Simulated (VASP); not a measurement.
# TiC (rocksalt type): single point with LDA

The system is TiC (rocksalt type).

```
Ti C
1.0
     0.00000    2.04158    2.04158
     2.04158    0.00000    2.04158
     2.04158    2.04158    0.00000
Ti C
1 1
Direct
  0.00000 0.00000 0.00000
  0.50000 0.50000 0.50000
```

This cell differs from its parent crystal: volume scaled by 0.88.

| Quantity | Value |
| --- | --- |
| Program | VASP 6.6.1 |
| Task | single point |
| Functional | LDA |
| Potentials or basis | VASP PAW LDA potentials, release 64 (Ti_sv, C) |
| Cutoff | 520 eV |
| k mesh | 17 × 17 × 17 |
| Occupations | fermi-dirac, width 0.08 eV |
| Spin | no spin polarisation |

- Pressure: 47.2 GPa
- Band gap on the k mesh: zero (band 8 reaches 12.14 eV, above the bottom of band 9 at 11.04 eV)

Levels at points of the mesh, in eV from the Fermi level:
| k point | band 4 | band 5 | band 6 | band 7 | band 8 | band 9 | band 10 | band 11 | band 12 | band 13 |
| --- | --- | --- | --- | --- | --- | --- | --- | --- | --- | --- |
| (0.00, 0.00, 0.00) | -31.66 | -12.99 | 0.66 | 0.66 | 0.66 | 1.92 | 1.92 | 1.92 | 2.09 | 2.09 |

Run time: 33 s on 1 thread of Intel Xeon 6975P-C, on a shared host, peak memory 0.16 GiB.
